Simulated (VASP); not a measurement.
A run of VASP 6.6.1 is set up as follows.

The input INCAR:

```
SYSTEM = Cs
PREC = Accurate ; ENCUT = 520
EDIFF = 1E-6 ; ISMEAR = -1
SIGMA = 0.1 ; LREAL = .FALSE.
LASPH = .TRUE. ; NELM = 100
ALGO = Normal ; ISIF = 2
LWAVE = .FALSE. ; LCHARG = .TRUE.
GGA = RP ; LELF = .TRUE.
LVHAR = .TRUE. ; NBANDS = 16
```

KPOINTS

```
regular mesh
0
G
  7 7 4
  0 0 0
```

POSCAR

```
Cs
1.0
    5.4606193195      0.0000000000      0.0000000000
   -2.7303096598      4.7290350511      0.0000000000
    0.0000000000      0.0000000000      8.9565570897
Cs
2
Direct
    0.3333333333      0.6666666667      0.2500000000
    0.6666666667      0.3333333333      0.7500000000
```

Potentials or basis: VASP PAW PBE potentials, release 64 (Cs_sv).

Run with:

```bash
$ cat potpaw_PBE.64/Cs_sv/POTCAR > POTCAR
$ mpirun -np 1 vasp_std > vasp.out
```

Q: Estimate the band gap on the k mesh.

A: Zero (band 9 reaches 1.06 eV, above the bottom of band 10 at -0.48 eV).

Q: Predict the pressure.

A: 0.3 GPa.

Caveat: the PAW data sets were made with another functional, which shifts forces and pressure a little; spin-orbit coupling is left out, which moves the levels of the heavy elements.
